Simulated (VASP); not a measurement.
Pt, 1 atom in the cell. The structure is tetragonal, space group I4/mmm (No. 139). The conventional cell has a = 2.840 Å, b = 2.840 Å, c = 3.722 Å, α = 90.00°, β = 90.00°, γ = 90.00°. Pt (site symmetry 4/mmm) has 12 Pt at 2.74 to 2.84 Å within 3.6 Å.  This cell differs from its parent crystal: strain +0.025 along x and y, -0.050 along z.

| Quantity | Value |
| --- | --- |
| Program | VASP 6.6.1 |
| Task | single point |
| Functional | PBEsol |
| Potentials or basis | VASP PAW PBE potentials, release 64 (Pt) |
| Cutoff | 520 eV |
| k mesh | 26 × 26 × 26 |
| Occupations | gaussian, width 0.15 eV |
| Spin | no spin polarisation |
| Dipole correction | no |
| Further INCAR settings | ALGO = Fast; EDIFF = 1e-06; NBANDS = 11 |

Potentials or basis: VASP PAW PBE potentials, release 64 (Pt).

Launch:

```console
$ cat potpaw_PBE.64/Pt/POTCAR > POTCAR
$ mpirun -np 1 vasp_std > vasp.out
```

Hardware: 1 thread of Intel(R) Xeon(R) Platinum 8259CL CPU @ 2.50GHz (Skylake/Cascade Lake), on a shared host.

Estimate the wall time of this run.

It took 3.2 min on 1 thread of Intel(R) Xeon(R) Platinum 8259CL CPU @ 2.50GHz (Skylake/Cascade Lake) (shared host), peak memory 0.33 GiB. Counts: scf iterations 12, k points 1330.
